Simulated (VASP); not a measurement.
La3YO6:

```
CELL_PARAMETERS angstrom
3.88002 0.00000 0.00000
-1.94001 3.36019 0.00000
0.00000 0.00000 12.22727
ATOMIC_POSITIONS crystal
La 0.66667 0.33333 0.87256
La 0.33333 0.66667 0.12773
La 0.33333 0.66667 0.61158
Y 0.66667 0.33333 0.37139
O 0.66667 0.33333 0.18878
O 0.66667 0.33333 0.67270
O 0.33333 0.66667 0.33285
O 0.33333 0.66667 0.82115
O 0.00000 0.00000 0.00762
O 0.00000 0.00000 0.49363
```

Base run:

- Program: VASP 6.6.1
- Functional: PBE
- Potentials or basis: VASP PAW PBE potentials, release 64 (La, Y_sv, O)
- Cutoff: 520 eV
- k mesh: 6 × 6 × 2
- Occupations: gaussian, width 0.02 eV
- Spin: no spin polarisation

Its results: band gap on the k mesh 3.91 eV (least direct gap 3.97 eV); pressure -0.3 GPa; largest force 0.025 eV/Å.

Question: The run is repeated on the same cell with these changes: functional from PBE to r2SCAN. What comes out?

Answer: Band gap on the k mesh 4.35 eV (least direct gap 4.42 eV); pressure -1.9 GPa; largest force 0.039 eV/Å.

Caveats: spin-orbit coupling is left out, which moves the levels of the heavy elements; the PAW data sets were made with another functional, which shifts forces and pressure a little (at least some runs).

A k mesh can miss the band edges.
